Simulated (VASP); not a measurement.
# PbS (Cmcm) in VASP: further runs

Runs on PbS. Level: PBEsol. Tasks: single point.

Everything below comes from runs of VASP 6.6.1. Logs are shortened: lines on timing, memory, paths and dates and some standing lists are left out, and cuts for length are marked.

## Step 1: The cell of the first run

It takes space group Cmcm (No. 63, orthorhombic). Conventional cell: a = 4.046 Å, b = 11.654 Å, c = 4.162 Å, α = 90.00°, β = 90.00°, γ = 90.00°. Pb (site symmetry m2m) has 5 S at 2.61 to 2.91 Å within 3.4 Å. S (site symmetry m2m) has 5 Pb at 2.61 to 2.91 Å within 3.4 Å.

## Step 2: Single point, PBEsol

Input file INCAR:

```
ALGO = Normal
EDIFF = 1E-6
ENCUT = 520
GGA = PS
ISIF = 2
ISMEAR = 0
LASPH = True
LCHARG = False
LREAL = False
LWAVE = False
NBANDS = 28
NELM = 80
PREC = Accurate
SIGMA = 0.01
```

Input file KPOINTS:

```
k-points
0
Gamma
  6 6 6
```

Input file POSCAR:

```
PbS
1.0
    2.0229390469     -5.8270685168      0.0000000000
    2.0229390469      5.8270685168      0.0000000000
    0.0000000000      0.0000000000      4.1620197884
Pb S
2 2
Direct
    0.8694370000      0.1305630000      0.7500000000
    0.1305630000      0.8694370000      0.2500000000
    0.6452030000      0.3547970000      0.7500000000
    0.3547970000      0.6452030000      0.2500000000
```

Potentials or basis: VASP PAW PBE potentials, release 64 (Pb_d, S).

Launch:

```console
> cat potpaw_PBE.64/Pb_d/POTCAR potpaw_PBE.64/S/POTCAR > POTCAR
> mpirun -np 1 vasp_std > vasp.out
```

OUTCAR:

```text
EDIFF = 1E-6
   ENCUT = 520
   GGA = PS
   ISIF = 2
   ISMEAR = 0
   LASPH = True
   LREAL = False
   NELM = 80
   PREC = Accurate

 ion  position               nearest neighbor table
   1  0.869  0.131  0.750-   3 2.61   4 2.91   4 2.91   4 2.91   4 2.91   2 3.69   2 3.69   2 4.02
                             2 4.02   2 4.02   2 4.02
   2  0.131  0.869  0.250-   4 2.61   3 2.91   3 2.91   3 2.91   3 2.91   1 3.69   1 3.69   1 4.02
                             1 4.02   1 4.02   1 4.02
   3  0.645  0.355  0.750-   1 2.61   2 2.91   2 2.91   2 2.91   2 2.91
   4  0.355  0.645  0.250-   2 2.61   1 2.91   1 2.91   1 2.91   1 2.91

  LATTYP: Found a base centered orthorhombic cell.
 ALAT       =     4.0458780938
 B/A-ratio  =     2.8804963381
 C/A-ratio  =     1.0287061775

  Lattice vectors:

 A1 = (   2.0229390469,  -5.8270685168,   0.0000000000)
 A2 = (   2.0229390469,   5.8270685168,   0.0000000000)
 A3 = (   0.0000000000,   0.0000000000,   4.1620197884)

Analysis of symmetry for initial positions (statically):
=====================================================================
 Subroutine PRICEL returns:
 Original cell was already a primitive cell.

 Routine SETGRP: Setting up the symmetry group for a
 base centered orthorhombic supercell.

 Subroutine GETGRP returns: Found  8 space group operations
 (whereof  4 operations were pure point group operations)
 out of a pool of  8 trial point group operations.

The static configuration has the point symmetry C_2h.
 The point group associated with its full space group is D_2h.

Analysis of symmetry for dynamics (positions and initial velocities):
=====================================================================
 Subroutine PRICEL returns:
 Original cell was already a primitive cell.

 Routine SETGRP: Setting up the symmetry group for a
 base centered orthorhombic supercell.

 Subroutine GETGRP returns: Found  8 space group operations
 (whereof  4 operations were pure point group operations)
 out of a pool of  8 trial point group operations.

The dynamic configuration has the point symmetry C_2h.
 The point group associated with its full space group is D_2h.

 Subroutine INISYM returns: Found  8 space group operations
 (whereof  4 operations are pure point group operations),
 and found     1 'primitive' translations

----------------------------------------------------------------------------------------

                                     Primitive cell

  volume of cell :      98.1222

  direct lattice vectors                    reciprocal lattice vectors
     2.022939047 -5.827068517  0.000000000     0.247165134 -0.085806439  0.000000000
     2.022939047  5.827068517  0.000000000     0.247165134  0.085806439  0.000000000
     0.000000000  0.000000000  4.162019788     0.000000000  0.000000000  0.240267959

  length of vectors
     6.168225830  6.168225830  4.162019788     0.261635908  0.261635908  0.240267959

  position of ions in fractional coordinates (direct lattice)
     0.869437000  0.130563000  0.750000000
     0.130563000  0.869437000  0.250000000
     0.645203000  0.354797000  0.750000000
     0.354797000  0.645203000  0.250000000

  ion indices of the primitive-cell ions
   primitive index   ion index
                 1           1
                 2           2
                 3           3
                 4           4

----------------------------------------------------------------------------------------

 KPOINTS: k-points

Automatic generation of k-mesh.
 Grid dimensions read from file:
 generate k-points for:    6    6    6

 Generating k-lattice:

  Cartesian coordinates                     Fractional coordinates (reciprocal lattice)
     0.041194189 -0.014301073  0.000000000     0.166666667  0.000000000  0.000000000
     0.041194189  0.014301073  0.000000000     0.000000000  0.166666667  0.000000000
     0.000000000  0.000000000  0.040044660     0.000000000  0.000000000  0.166666667

  Length of vectors
     0.043605985  0.043605985  0.040044660

  Shift w.r.t. Gamma in fractional coordinates (k-lattice)
     0.000000000  0.000000000  0.000000000

 Subroutine IBZKPT returns following result:
 ===========================================

 Found     52 irreducible k-points:

 Following reciprocal coordinates:
            Coordinates               Weight
  0.000000  0.000000  0.000000      1.000000
  0.166667  0.000000  0.000000      4.000000
  0.333333  0.000000  0.000000      4.000000
  0.500000  0.000000  0.000000      2.000000
  0.166667  0.166667  0.000000      2.000000
  0.333333  0.166667  0.000000      4.000000
[... 16 lines left out ...]
  0.333333  0.333333  0.166667      4.000000
  0.500000  0.333333  0.166667      8.000000
 [... further k-points ...]
   k-points           NKPTS =     52   k-points in BZ     NKDIM =     52   number of bands    NBANDS=     28
   number of dos      NEDOS =    301   number of ions     NIONS =      4
   total plane-waves  NPLWV =  73728
   dimension x,y,z NGX =    48 NGY =   48 NGZ =   32
   dimension x,y,z NGXF=    96 NGYF=   96 NGZF=   64
   ions per type =               2   2
   NGX,Y,Z   is equivalent  to a cutoff of  12.94, 12.94, 12.78 a.u.
   NGXF,Y,Z  is equivalent  to a cutoff of  25.87, 25.87, 25.56 a.u.
 SYSTEM =  unknown system
   PREC   = accura    normal or accurate (medium, high low for compatibility)
   ISTART =      0    job   : 0-new  1-cont  2-samecut
   ICHARG =      2    charge: 1-file 2-atom 10-const
   ISPIN  =      1    spin polarized calculation?
   LNONCOLLINEAR =      F non collinear calculations
   LSORBIT =      F    spin-orbit coupling
   LASPH  =      T    aspherical Exc in radial PAW
   ENCUT  =  520.0 eV  38.22 Ry    6.18 a.u.  11.47 11.47  7.74*2*pi/ulx,y,z
   NELM   =     80;   NELMIN=  2; NELMDL= -5     # of ELM steps
   EDIFF  = 0.1E-05   stopping-criterion for ELM
   LREAL  =      F    real-space projection
   EDIFFG = 0.1E-04   stopping-criterion for IOM
   NSW    =      0    number of steps for IOM
   IBRION =     -1    ionic relax: 0-MD 1-quasi-New 2-CG
   NFREE  =      0    steps in history (QN), initial steepest desc. (CG)
   ISIF   =      2    stress and relaxation
   ISYM   =      2    0-nonsym 1-usesym 2-fastsym
   POTIM  = 0.5000    time-step for ionic-motion
   TEBEG  =    0.0;   TEEND  =   0.0 temperature during run
   PSTRESS=    0.0 pullay stress
   NELECT =      40.0000    total number of electrons
   NUPDOWN=      -1.0000    fix difference up-down
   EMIN   =  10.00;   EMAX   =-10.00  energy-range for DOS
   EFERMI =   0.00;   METHOD = LEGACY
   ISMEAR =     0;   SIGMA  =   0.01  broadening in eV -4-tet -1-fermi 0-gaus
   EFERMI_NEDOS =   21; number of points for ismear=-14 and -15
   IALGO  =     38    algorithm
   IMIX   =      4    mixing-type and parameters
     AMIX     =   0.40;   BMIX     =  1.00
     AMIX_MAG =   1.60;   BMIX_MAG =  1.00
  volume/ion in A,a.u.               =      24.53       165.54
  Fermi-wavevector in a.u.,A,eV,Ry     =   1.213871  2.293883 20.047945  1.473482
  Thomas-Fermi vector in A             =   2.349309
   LORBIT       =      0    0 simple, 1 ext, 2 COOP (PROOUT), +10 PAW based schemes
   GGA     = PS    functional components
   LHFCALC =     F    Hartree Fock is set to
   AEXX    =    0.0000 exact exchange contribution
   IVDW    =     0    specifies the selected vdW correction
   LEPSILON=     F    determine dielectric tensor
   LRPA    =     F    only Hartree local field effects (RPA)
 non-spin polarized calculation
 Gauss-broadening in eV      SIGMA  =   0.01
  energy-cutoff  :      520.00
  volume of cell :       98.12
 maximum number of plane-waves:      2662
 NGX is ok and might be reduce to    48
   NGX = 23   NGY = 23   NGZ = 15

 number of electron      39.9999997 magnetization

 Free energy of the ion-electron system (eV)
  ---------------------------------------------------
  ext. energy  EPLUGINS =         0.00000000
  ---------------------------------------------------
  free energy    TOTEN  =       -18.72252926 eV

  energy without entropy =      -18.72252926  energy(sigma->0) =      -18.72252926

 E-fermi :   5.9658     XC(G=0): -10.1762

 val. band max:        5.8557251768   @ k =   0.5000   0.5000   0.3333
 cond. band min:       6.7814586158   @ k =   0.5000   0.5000   0.0000
 fundamental gap:      0.9257334390
 Fermi energy:         5.9658124250

 k-point     1 :       0.0000    0.0000    0.0000
  band No.  band energies     occupation
      1     -10.6730      2.00000
      2     -10.5020      2.00000
      3     -10.4853      2.00000
      4     -10.4847      2.00000
      5     -10.4419      2.00000
      6     -10.4351      2.00000
[... 20 lines left out ...]
     27      12.1845      0.00000
     28      12.6884      0.00000

 k-point     2 :       0.1667    0.0000    0.0000
  band No.  band energies     occupation
      1     -10.6477      2.00000
      2     -10.4942      2.00000
      3     -10.4832      2.00000
      4     -10.4668      2.00000
      5     -10.4475      2.00000
      6     -10.4440      2.00000
[... 20 lines left out ...]
     27      12.2837      0.00000
     28      13.1726      0.00000

 k-point     3 :       0.3333    0.0000    0.0000
  band No.  band energies     occupation
      1     -10.5899      2.00000
      2     -10.4963      2.00000
      3     -10.4857      2.00000
      4     -10.4730      2.00000
      5     -10.4491      2.00000
      6     -10.4405      2.00000
[... 20 lines left out ...]
     27      13.6389      0.00000
     28      13.6741      0.00000

 k-point     4 :       0.5000    0.0000    0.0000
  band No.  band energies     occupation
      1     -10.5379      2.00000
      2     -10.5267      2.00000
      3     -10.4892      2.00000
      4     -10.4874      2.00000
      5     -10.4526      2.00000
      6     -10.4369      2.00000
[... 20 lines left out ...]
     27      13.6486      0.00000
     28      14.7852      0.00000

 k-point     5 :       0.1667    0.1667    0.0000
  band No.  band energies     occupation
      1     -10.5934      2.00000
      2     -10.4937      2.00000
      3     -10.4920      2.00000
      4     -10.4656      2.00000
      5     -10.4441      2.00000
      6     -10.4398      2.00000
[... 20 lines left out ...]
     27      13.4480      0.00000
     28      13.5754      0.00000

 k-point     6 :       0.3333    0.1667    0.0000
  band No.  band energies     occupation
      1     -10.5384      2.00000
      2     -10.5262      2.00000
      3     -10.4980      2.00000
      4     -10.4754      2.00000
      5     -10.4513      2.00000
      6     -10.4328      2.00000
[... 463 lines left out ...]
      5     -10.4494      2.00000
      6     -10.4396      2.00000
[... 20 lines left out ...]
     27      13.4358      0.00000
     28      13.7731      0.00000

 k-point    22 :      -0.1667    0.1667    0.1667
  band No.  band energies     occupation
      1     -10.6450      2.00000
      2     -10.5043      2.00000
      3     -10.4847      2.00000
      4     -10.4580      2.00000
      5     -10.4551      2.00000
      6     -10.4382      2.00000
[... 20 lines left out ...]
     27      11.9273      0.00000
     28      13.3892      0.00000

 k-point    23 :       0.3333    0.3333    0.1667
  band No.  band energies     occupation
      1     -10.5919      2.00000
      2     -10.5279      2.00000
      3     -10.4877      2.00000
      4     -10.4625      2.00000
      5     -10.4465      2.00000
      6     -10.4397      2.00000
[... 20 lines left out ...]
     27      12.7320      0.00000
     28      13.6899      0.00000

 k-point    24 :       0.5000    0.3333    0.1667
  band No.  band energies     occupation
      1     -10.6236      2.00000
      2     -10.4940      2.00000
      3     -10.4729      2.00000
      4     -10.4645      2.00000
      5     -10.4442      2.00000
      6     -10.4408      2.00000
[... 20 lines left out ...]
     27      13.0356      0.00000
     28      13.6915      0.00000

 [... further k-points ...]

------------------------ aborting loop because EDIFF is reached ----------------------------------------

  FORCE on cell =-STRESS in cart. coord.  units (eV):
  Direction    XX          YY          ZZ          XY          YZ          ZX
  --------------------------------------------------------------------------------------
  -------------------------------------------------------------------------------------
  Total        1.8761885      2.0782030      1.7555143      0.0000000     -0.0000000      0.0000000
  in kB       30.6351488     33.9337221     28.6647319      0.0000000     -0.0000000      0.0000000
  external PRESSURE =      31.0778676 kB  Pullay stress =       0.0000000 kB

 VOLUME and BASIS-vectors are now :
 -----------------------------------------------------------------------------
  energy-cutoff  :      520.00
  volume of cell :       98.12
      direct lattice vectors                 reciprocal lattice vectors
     2.022939047 -5.827068517  0.000000000     0.247165134 -0.085806439  0.000000000
     2.022939047  5.827068517  0.000000000     0.247165134  0.085806439  0.000000000
     0.000000000  0.000000000  4.162019788     0.000000000  0.000000000  0.240267959

 POSITION                                       TOTAL-FORCE (eV/Angst)
 -----------------------------------------------------------------------------------
      2.02294     -4.30547      3.12151         0.000000     -0.521958      0.000000
      2.02294      4.30547      1.04050         0.000000      0.521958     -0.000000
      2.02294     -1.69222      3.12151         0.000000      0.377709      0.000000
      2.02294      1.69222      1.04050         0.000000     -0.377709     -0.000000
 -----------------------------------------------------------------------------------
    total drift:                               -0.000000     -0.000000      0.000000

  FREE ENERGIE OF THE ION-ELECTRON SYSTEM (eV)
  ---------------------------------------------------
  free  energy   TOTEN  =       -18.7225292588 eV

  energy  without entropy=      -18.7225292588  energy(sigma->0) =      -18.72252926
```

Wall time 77 s (1 thread of AMD EPYC 9R45 (Zen 5), shared host); peak memory 0.28 GiB.

Results:

- Free energy: -18.7225 eV
- Pressure: 3.1 GPa
- Largest force: 0.522 eV/Å
- Band gap on the k mesh: 0.93 eV (least direct gap 1.20 eV)

Forces in eV/Å, atoms in the order of the input:
```
Pb   0.000 -0.522  0.000
Pb   0.000  0.522  0.000
S    0.000  0.378  0.000
S    0.000 -0.378  0.000
```

Stress tensor (GPa, compression positive):
```
3.06 0.00 0.00
0.00 3.39 0.00
0.00 0.00 2.87
```

Caveat: the cell stands under pressure; the PAW data sets were made with another functional, which shifts forces and pressure a little; spin-orbit coupling is left out, which moves the levels of the heavy elements. A k mesh can miss the band edges.

## Step 3: Single point, PBEsol

This run uses another cell than the first one, of 25.24 Å³/atom.

Input file INCAR:

```
SYSTEM = PbS
PREC = Accurate ; ENCUT = 520
EDIFF = 1E-6 ; ISMEAR = 0
SIGMA = 0.01 ; LREAL = .FALSE.
LASPH = .TRUE. ; NELM = 60
ALGO = Normal ; ISIF = 2
LWAVE = .FALSE. ; LCHARG = .FALSE.
GGA = PS ; NBANDS = 28
```

Input file KPOINTS:

```
regular mesh
0
G
  6 6 6
  0 0 0
```

Input file POSCAR:

```
PbS
1.0
    2.0422984916     -5.8828333263      0.0000000000
    2.0422984916      5.8828333263      0.0000000000
    0.0000000000      0.0000000000      4.2018501491
Pb S
2 2
Direct
    0.8694370000      0.1305630000      0.7500000000
    0.1305630000      0.8694370000      0.2500000000
    0.6452030000      0.3547970000      0.7500000000
    0.3547970000      0.6452030000      0.2500000000
```

Potentials or basis: VASP PAW PBE potentials, release 64 (Pb_d, S).

Launch:

```console
> cat potpaw_PBE.64/Pb_d/POTCAR potpaw_PBE.64/S/POTCAR > POTCAR
> mpirun -np 1 vasp_std > vasp.out
```

It took 78 s on 1 thread of AMD EPYC 9R45 (Zen 5), shared host; peak memory 0.29 GiB.

The run converged. Its results:

- Free energy: -18.7614 eV
- Pressure: 1.2 GPa
- Largest force: 0.318 eV/Å
- Band gap on the k mesh: 1.00 eV (least direct gap 1.25 eV)

Forces on the atoms (eV/Å):
```
Pb   0.000 -0.318  0.000
Pb   0.000  0.318  0.000
S    0.000  0.246  0.000
S    0.000 -0.246  0.000
```

Stress tensor (GPa, compression positive):
```
1.11 0.00 0.00
0.00 1.51 0.00
0.00 0.00 0.93
```

Levels at points of the mesh, in eV from the valence-band top:
```csv
k point,band 17,band 18,band 19,band 20,band 21,band 22,band 23,band 24
"(0.00, 0.00, 0.00)",-2.67,-1.89,-1.69,-0.58,4.44,4.73,4.93,5.74
"(0.50, 0.00, 0.00)",-1.54,-1.35,-0.45,-0.37,1.69,1.74,2.11,3.01
"(0.50, 0.50, 0.00)",-2.12,-2.09,-1.51,-0.56,1.00,4.50,4.51,4.94
"(0.00, 0.00, 0.50)",-1.29,-1.29,-0.12,-0.12,1.69,1.69,2.67,2.67
"(0.50, 0.00, 0.50)",-3.48,-3.48,-1.61,-1.61,3.34,3.34,5.35,5.35
"(0.50, 0.50, 0.50)",-1.39,-1.39,-0.57,-0.57,1.73,1.73,3.15,3.15
```

Caveat: the PAW data sets were made with another functional, which shifts forces and pressure a little; spin-orbit coupling is left out, which moves the levels of the heavy elements. A k mesh can miss the band edges.
